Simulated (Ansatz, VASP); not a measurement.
**One calculation of NaIr, two programs**

File INCAR:

```
SYSTEM = NaIr
PREC = Accurate
ENCUT = 600
EDIFF = 1E-7
ISMEAR = -1
SIGMA = 0.05
LREAL = .False.
LASPH = .True.
NELM = 100
ALGO = Normal
ISIF = 3
LWAVE = .False.
LCHARG = .False.
GGA = PE
IBRION = 2
NSW = 32
EDIFFG = -0.005
```

The input KPOINTS:

```
regular mesh
0
Gamma
  11 11 11
  0 0 0
```

File POSCAR:

```
NaIr
1.0
    3.2312637440      0.0000000000      0.0000000000
    0.0000000000      3.2312637440      0.0000000000
    0.0000000000      0.0000000000      3.2312637440
Na Ir
1 1
Direct
    0.0000000000      0.0000000000      0.0000000000
    0.5000000000      0.5000000000      0.5000000000
```

Input for Ansatz:

```yaml
crystal:
  lattice:
    - [3.231263744, 0.0, 0.0]
    - [0.0, 3.231263744, 0.0]
    - [0.0, 0.0, 3.231263744]
  atoms:
    - { symbol: Na, position: [0.0, 0.0, 0.0] }
    - { symbol: Ir, position: [0.5, 0.5, 0.5] }
kpoints:
  mp_grid: { grid: [11, 11, 11] }
scf:
  occupations: { method: fermi_dirac, width: 0.05 }
hamiltonian:
  xc: pbe
  pseudopotentials: { kind: all_electron, lapw: { basis_error: 0.0005 } }
output:
  forces: true
  stress: true
  eigenvalues: true
relax:
  f_tol: 0.005
  max_steps: 12
  cell: {}
```

Alike in both runs: task relaxation of cell and atoms; functional PBE; k mesh 11 × 11 × 11; occupations fermi-dirac, width 0.05 eV; no spin polarisation.

```csv
,VASP,Ansatz
version,VASP 6.6.1,Ansatz 0.2.0
potentials or method,"VASP PAW PBE potentials, release 64 (Na_pv, Ir), cutoff 600 eV","all-electron LAPW, scalar-relativistic"
```

```tsv
	VASP	Ansatz	Ansatz less VASP
relaxed volume (Å³/atom)	16.91	16.87	-0.044
relaxed cell length with the largest relative difference (Å)	3.234	3.231	-0.0028
```

Ansatz ran all-electron here, and VASP with PAW potentials.

Spin-orbit coupling is off throughout.
